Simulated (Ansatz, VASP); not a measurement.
## Two plane-wave programs on Mo2Pt

```
Mo Pt
1.0
     4.39819    0.00000    0.00000
    -2.19909    3.80894    0.00000
     0.00000    0.00000    7.54088
Mo Pt
4 2
Direct
  0.33333 0.66667 0.07570
  0.33333 0.66667 0.42430
  0.66667 0.33333 0.92430
  0.66667 0.33333 0.57570
  0.00000 0.00000 0.00000
  0.00000 0.00000 0.50000
```

Alike in both runs: task relaxation of cell and atoms; functional PBE; k mesh 6 × 6 × 2; occupations gaussian, width 0.1 eV; no spin polarisation.

|  | VASP | Ansatz |
| --- | --- | --- |
| version | VASP 6.6.1 | Ansatz 0.2.0 |
| potentials or method | VASP PAW PBE potentials, release 64 (Mo_sv, Pt), cutoff 600 eV | scalar-relativistic, plane waves, PAW |
| valence electrons in the cell | 76 | 92 |

VASP gave:

- gap on the k mesh at the Fermi level, each at its own relaxed structure (eV): none
- relaxed volume (Å³/atom): 17.59
- relaxed cell length with the largest relative difference (Å): 4.728

Question: Which values does Ansatz return?

Answer: gap on the k mesh at the Fermi level, each at its own relaxed structure (eV): none; relaxed volume (Å³/atom): 17.72; relaxed cell length with the largest relative difference (Å): 4.743.

A gap of «none» marks a metal or a gap that the smearing closes. VASP's potentials hold 76 valence electrons a cell and Ansatz's 92, so a difference there can come from the potentials and not from the codes.

The k mesh is coarse, so the values compare programs but aren't converged. Spin-orbit coupling is off throughout. Noted on VASP's run: the volume moved by over 15 % at a fixed basis, so the end points are rough.
